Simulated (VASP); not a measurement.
Si3As:

```
Si As
1.0
     3.24820    0.00000    0.00000
     0.00000    3.24820    0.00000
     0.00000    0.00000    6.00225
Si As
3 1
Direct
  0.50000 0.50000 0.27983
  0.50000 0.50000 0.72017
  0.00000 0.00000 0.50000
  0.00000 0.00000 0.00000
```

The cell was built from a structure type or drawn by symmetry, and may not be a known phase.

- Program: VASP 6.6.1
- Task: relaxation of cell and atoms
- Functional: PBE
- Potentials or basis: VASP PAW PBE potentials, release 64 (Si, As)
- Cutoff: 600 eV
- k mesh: 14 × 14 × 8
- Occupations: gaussian, width 0.1 eV
- Spin: no spin polarisation

At the start: pressure 0.3 GPa; volume 15.83 Å³/atom.

Q: Where does the relaxation end?

A: Over 19 steps the energy falls by 7.1 meV/atom and the volume is 15.93 Å³/atom (+0.6 %); space group P4/mmm (No. 123, to 0.1 Å) before and after.

The path:
```
step  energy change (eV)  largest force (eV/Å)  pressure (GPa)  volume (Å³)
   1              0.0000                0.0600            0.31        63.33
   2             -0.0049                0.0399           -0.08        63.61
   3             -0.0176                0.0095           -1.15        64.44
   4             -0.0035                0.0557           -2.60        66.05
   5             -0.0194                0.0080           -1.50        64.79
   6             -0.0213                0.0116           -1.40        64.73
   7             -0.0254                0.0070           -1.09        64.54
   8             -0.0186                0.0023           -0.24        64.13
   9             -0.0261                0.0016           -0.89        64.43
  10             -0.0261                0.0024           -0.92        64.45
  11             -0.0271                0.0086           -0.70        64.26
  12             -0.0283                0.0214           -0.18        63.83
  13             -0.0283                0.0234           -0.09        63.77
  14             -0.0284                0.0217           -0.07        63.75
  15             -0.0284                0.0176           -0.01        63.71
  16             -0.0284                0.0093            0.10        63.64
  17             -0.0284                0.0148            0.03        63.69
  18             -0.0285                0.0111            0.01        63.70
  19             -0.0285                0.0018           -0.04        63.72
```

Final structure:
```
CELL_PARAMETERS angstrom
3.32416 0.00000 0.00000
0.00000 3.32416 0.00000
0.00000 0.00000 5.76665
ATOMIC_POSITIONS crystal
Si 0.50000 0.50000 0.27563
Si 0.50000 0.50000 0.72437
Si 0.00000 0.00000 0.50000
As 0.00000 0.00000 0.00000
```

Caveat: the highest band is partly filled, so the run has too few bands.
